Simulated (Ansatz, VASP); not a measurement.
**ZnSe: VASP beside Ansatz**

```
Se Zn
1.0
     0.00000    2.83380    2.83380
     2.83380    0.00000    2.83380
     2.83380    2.83380    0.00000
Se Zn
1 1
Direct
  0.75000 0.75000 0.75000
  0.00000 0.00000 0.00000
```

Alike in both runs: task single point; functional PBE; k mesh 6 × 6 × 6; occupations fermi-dirac, width 0.06 eV; no spin polarisation.

|  | VASP | Ansatz |
| --- | --- | --- |
| version | VASP 6.6.1 | Ansatz 0.2.0 |
| potentials or method | VASP PAW PBE potentials, release 64 (Se, Zn), cutoff 520 eV | all-electron LAPW, scalar-relativistic |

VASP gave:

| Quantity | Value |
| --- | --- |
| gap on the k mesh at the Fermi level (eV) | 1.29 |
| least direct gap on the mesh (eV) | 1.29 |
| pressure (GPa) | 2.4 |

Task: What did Ansatz give for the same quantities?

Result: gap on the k mesh at the Fermi level (eV): 1.29; least direct gap on the mesh (eV): 1.29; pressure (GPa): 2.2.

Ansatz ran all-electron here, and VASP with PAW potentials.
